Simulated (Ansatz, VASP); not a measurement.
**One calculation of MgO, two programs**

```
Mg O
1.0
     3.30779    0.00000    0.00000
    -1.65389    2.86463    0.00000
     0.00000    0.00000    4.98288
Mg O
2 2
Cartesian
  0.0000 1.9098 0.0108
  1.6539 0.9549 2.5022
  0.0000 1.9098 2.0053
  1.6539 0.9549 4.4968
```

Alike in both runs: task single point; functional PBE; k mesh 6 × 6 × 4; occupations gaussian, width 0.1 eV; no spin polarisation.

|  | VASP | Ansatz |
| --- | --- | --- |
| version | VASP 6.6.1 | Ansatz 0.2.0 |
| potentials or method | VASP PAW PBE potentials, release 64 (Mg, O), cutoff 600 eV | scalar-relativistic, plane waves, PAW |
| valence electrons in the cell | 16 | 32 |

VASP gave:

| Property | Result |
| --- | --- |
| gap on the k mesh at the Fermi level (eV) | 3.46 |
| least direct gap on the mesh (eV) | 3.46 |
| pressure (GPa) | 2.7 |
| traceless stress, the component that is largest in VASP (GPa) | 0.15 |
| rms of the force components (eV/Å) | 0.005 |

What did Ansatz give for the same quantities?

gap on the k mesh at the Fermi level (eV): 3.48; least direct gap on the mesh (eV): 3.48; pressure (GPa): 3.4; traceless stress, the component that is largest in VASP (GPa): 0.12; rms of the force components (eV/Å): 0.004.

Atom by atom the forces differ by 0.001 eV/Å (rms over components). VASP's potentials hold 16 valence electrons a cell and Ansatz's 32, so a difference there can come from the potentials and not from the codes.
